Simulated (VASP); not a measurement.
# Sb2Se3 (R-3m) in VASP: single point with PBE+D3(BJ)

Aim: the single point of Sb2Se3 with PBE+D3(BJ).

Program: VASP 6.6.1. These are calculated values, not measurements. Logs are shortened: lines on timing, memory, paths and dates and some standing lists are left out, and cuts for length are marked.

## Step 1: The cell of the first run

Symmetry: R-3m, No. 166, trigonal system. The conventional cell has a = 3.976 Å, b = 3.976 Å, c = 27.379 Å, α = 90.00°, β = 90.00°, γ = 120.00°. Sb (site symmetry 3m) has 6 Se at 2.78 to 2.95 Å within 3.7 Å. Se (site symmetry -3m) has 6 Sb at 2.95 Å and 12 Se at 3.98 to 4.11 Å within 4.2 Å. Within 3.7 Å of Se (site symmetry 3m) lie 3 Sb at 2.78 Å and 3 Se at 3.25 Å.

## Step 2: Single point, PBE+D3(BJ)

The input, INCAR:

```
SYSTEM = Sb2Se3
  PREC = Accurate
  ENCUT = 520
  EDIFF = 1E-6
  ISMEAR = 0
  SIGMA = 0.02
  LREAL = .FALSE.
  LASPH = .TRUE.
  NELM = 60
  ALGO = Normal
  ISIF = 2
  LWAVE = .FALSE.
  LCHARG = .FALSE.
  GGA = PE
  IVDW = 12
  NBANDS = 22
```

The input, KPOINTS:

```
Automatic mesh
0
G
  10 10 10
  0 0 0
```

The input, POSCAR:

```
Sb2Se3
1.0
    1.9880192067     -1.1477834241      9.1264430698
    0.0000000000      2.2955668482      9.1264430698
   -1.9880192067     -1.1477834241      9.1264430698
Sb Se
2 3
Direct
    0.4007711278      0.4007711278      0.4007711278
    0.5992288722      0.5992288722      0.5992288722
    0.0000000000      0.0000000000      0.0000000000
    0.2086661438      0.2086661438      0.2086661438
    0.7913338562      0.7913338562      0.7913338562
```

Potentials or basis: VASP PAW PBE potentials, release 64 (Sb, Se).

The run is started by

```console
> cat potpaw_PBE.64/Sb/POTCAR potpaw_PBE.64/Se/POTCAR > POTCAR
> mpirun -np 1 vasp_std > vasp.out
```

OUTCAR:

```text
SYSTEM = Sb2Se3
   PREC = Accurate
   ENCUT = 520
   EDIFF = 1E-6
   ISMEAR = 0
   LREAL = .FALSE.
   LASPH = .TRUE.
   NELM = 60
   ISIF = 2
   GGA = PE
   IVDW = 12
 IVDW          = 12

 ion  position               nearest neighbor table
   1  0.401  0.401  0.401-   5 2.78   5 2.78   5 2.78   3 2.95   3 2.95   3 2.95
   2  0.599  0.599  0.599-   4 2.78   4 2.78   4 2.78   3 2.95   3 2.95   3 2.95
   3  0.000  0.000  0.000-   2 2.95   1 2.95   2 2.95   1 2.95   2 2.95   1 2.95
   4  0.209  0.209  0.209-   2 2.78   2 2.78   2 2.78
   5  0.791  0.791  0.791-   1 2.78   1 2.78   1 2.78

  LATTYP: Found a trigonal (rhomboedric) cell.
 ALAT       =     9.4107167772
 COS(alpha) =     0.9107464002

  Lattice vectors:

 A1 = (   1.9880192067,  -1.1477834241,   9.1264430698)
 A2 = (   0.0000000000,   2.2955668482,   9.1264430698)
 A3 = (  -1.9880192067,  -1.1477834241,   9.1264430698)

Analysis of symmetry for initial positions (statically):
=====================================================================
 Subroutine PRICEL returns:
 Original cell was already a primitive cell.

 Routine SETGRP: Setting up the symmetry group for a
 trigonal (rhombohedral) supercell.

 Subroutine GETGRP returns: Found 12 space group operations
 (whereof 12 operations were pure point group operations)
 out of a pool of 12 trial point group operations.

The static configuration has the point symmetry D_3d.

Analysis of symmetry for dynamics (positions and initial velocities):
=====================================================================
 Subroutine PRICEL returns:
 Original cell was already a primitive cell.

 Routine SETGRP: Setting up the symmetry group for a
 trigonal (rhombohedral) supercell.

 Subroutine GETGRP returns: Found 12 space group operations
 (whereof 12 operations were pure point group operations)
 out of a pool of 12 trial point group operations.

The dynamic configuration has the point symmetry D_3d.

 Subroutine INISYM returns: Found 12 space group operations
 (whereof 12 operations are pure point group operations),
 and found     1 'primitive' translations

----------------------------------------------------------------------------------------

                                     Primitive cell

  volume of cell :     124.9492
[... 94 lines left out ...]
   NELM   =     60;   NELMIN=  2; NELMDL= -5     # of ELM steps
   EDIFF  = 0.1E-05   stopping-criterion for ELM
   LREAL  =      F    real-space projection
   EDIFFG = 0.1E-04   stopping-criterion for IOM
   NSW    =      0    number of steps for IOM
   IBRION =     -1    ionic relax: 0-MD 1-quasi-New 2-CG
   NFREE  =      0    steps in history (QN), initial steepest desc. (CG)
   ISIF   =      2    stress and relaxation
   ISYM   =      2    0-nonsym 1-usesym 2-fastsym
   POTIM  = 0.5000    time-step for ionic-motion
   TEBEG  =    0.0;   TEEND  =   0.0 temperature during run
   PSTRESS=    0.0 pullay stress
   NELECT =      28.0000    total number of electrons
   NUPDOWN=      -1.0000    fix difference up-down
   EMIN   =  10.00;   EMAX   =-10.00  energy-range for DOS
   EFERMI =   0.00;   METHOD = LEGACY
   ISMEAR =     0;   SIGMA  =   0.02  broadening in eV -4-tet -1-fermi 0-gaus
   EFERMI_NEDOS =   21; number of points for ismear=-14 and -15
   IALGO  =     38    algorithm
   IMIX   =      4    mixing-type and parameters
     AMIX     =   0.40;   BMIX     =  1.00
     AMIX_MAG =   1.60;   BMIX_MAG =  1.00
  volume/ion in A,a.u.               =      24.99       168.64
  Fermi-wavevector in a.u.,A,eV,Ry     =   0.994374  1.879094 13.453162  0.988780
  Thomas-Fermi vector in A             =   2.126321
   LORBIT       =      0    0 simple, 1 ext, 2 COOP (PROOUT), +10 PAW based schemes
   GGA     = PE    functional components
   LHFCALC =     F    Hartree Fock is set to
   AEXX    =    0.0000 exact exchange contribution
   IVDW    =    12    specifies the selected vdW correction
   LEPSILON=     F    determine dielectric tensor
   LRPA    =     F    only Hartree local field effects (RPA)
 non-spin polarized calculation
 Gauss-broadening in eV      SIGMA  =   0.02
  energy-cutoff  :      520.00
  volume of cell :      124.95
 maximum number of plane-waves:      3403
 NGX is ok and might be reduce to    70
   NGX = 35   NGY = 35   NGZ = 35

 number of electron      28.0000000 magnetization

 Free energy of the ion-electron system (eV)
  ---------------------------------------------------
  ext. energy  EPLUGINS =         0.00000000
  ---------------------------------------------------
  free energy    TOTEN  =       -19.86060210 eV

  energy without entropy =      -19.86060210  energy(sigma->0) =      -19.86060210

 E-fermi :   6.3133     XC(G=0):  -9.7901

 val. band max:        6.1761299498   @ k =   0.5000   0.2000   0.2000
 cond. band min:       6.5682043950   @ k =   0.4000   0.4000   0.3000
 fundamental gap:      0.3920744451
 Fermi energy:         6.3132925913

 k-point     1 :       0.0000    0.0000    0.0000
  band No.  band energies     occupation
      1      -8.8858      2.00000
      2      -7.7985      2.00000
      3      -7.5776      2.00000
      4      -2.7928      2.00000
      5      -1.8244      2.00000
      6       3.7307      2.00000
[... 589 lines left out ...]
     21      10.1988      0.00000
     22      12.2651      0.00000

 [... further k-points ...]

------------------------ aborting loop because EDIFF is reached ----------------------------------------

 Edisp (eV)   -2.16238

 E8    (eV) :    -0.9459

  FORCE on cell =-STRESS in cart. coord.  units (eV):
  Direction    XX          YY          ZZ          XY          YZ          ZX
  --------------------------------------------------------------------------------------
  -------------------------------------------------------------------------------------
  Total       1.93130     1.93130     1.93394     0.00000     0.00000     0.00000
  in kB      24.76432    24.76432    24.79819     0.00000     0.00000     0.00000
  external pressure =       24.78 kB  Pullay stress =        0.00 kB

 VOLUME and BASIS-vectors are now :
 -----------------------------------------------------------------------------
  energy-cutoff  :      520.00
  volume of cell :      124.95
      direct lattice vectors                 reciprocal lattice vectors
     1.988019207 -1.147783424  9.126443070     0.251506624 -0.145207417  0.036523904
     0.000000000  2.295566848  9.126443070     0.000000000  0.290414835  0.036523904
    -1.988019207 -1.147783424  9.126443070    -0.251506624 -0.145207417  0.036523904

 POSITION                                       TOTAL-FORCE (eV/Angst)
 -----------------------------------------------------------------------------------
      0.00000      0.00000     10.97284         0.000000      0.000000     -0.029942
      0.00000      0.00000     16.40648         0.000000      0.000000      0.029942
      0.00000      0.00000      0.00000         0.000000      0.000000     -0.000000
      0.00000      0.00000      5.71314         0.000000      0.000000     -0.018648
      0.00000      0.00000     21.66619         0.000000      0.000000      0.018648
 -----------------------------------------------------------------------------------
    total drift:                                0.000000     -0.000000     -0.000000

  FREE ENERGIE OF THE ION-ELECTRON SYSTEM (eV)
  ---------------------------------------------------
  free  energy   TOTEN  =       -22.0229807826 eV

  energy  without entropy=      -22.0229807826  energy(sigma->0) =      -22.02298078
```

It took 22 min on 1 thread of AMD EPYC 7R43 (Zen 3), shared host; peak memory 0.77 GiB.

Results:

```yaml
Free_energy: -22.0230 eV
Pressure: 2.5 GPa
Largest_force: 0.030 eV/Å
Band_gap_on_the_k_mesh: 0.39 eV (least direct gap 0.44 eV)
Dispersion_energy_per_atom: -0.432 eV
```

Forces in eV/Å, atoms in the order of the input:
```
Sb   0.000  0.000 -0.030
Sb   0.000  0.000  0.030
Se   0.000  0.000  0.000
Se   0.000  0.000 -0.019
Se   0.000  0.000  0.019
```

Caveat: spin-orbit coupling is left out, which moves the levels of the heavy elements. A k mesh can miss the band edges.
